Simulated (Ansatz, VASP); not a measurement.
## Two plane-wave programs on BP

```xyz
2
Lattice="0.0000 2.2589 2.2589 2.2589 0.0000 2.2589 2.2589 2.2589 0.0000" Properties=species:S:1:pos:R:3 pbc="T T T"
B     0.0000    0.0000    0.0000
P     1.1294    1.1294    1.1294
```

Alike in both runs: task single point; functional PBE; k mesh 10 × 10 × 10; no spin polarisation.

```csv
,VASP,Ansatz
version,VASP 6.6.1,Ansatz 0.2.0
potentials or method,"VASP PAW PBE potentials, release 64 (B, P), cutoff 500 eV","scalar-relativistic, plane waves, PAW"
occupations,"gaussian, width 0.01 eV",fixed
valence electrons in the cell,8,8
```

|  | VASP | Ansatz | Ansatz less VASP |
| --- | --- | --- | --- |
| gap on the k mesh at the Fermi level (eV) | 1.22 | 1.23 | +0.004 |
| least direct gap on the mesh (eV) | 3.42 | 3.42 | +0.004 |
| pressure (GPa) | 3.2 | 3.4 | +0.25 |
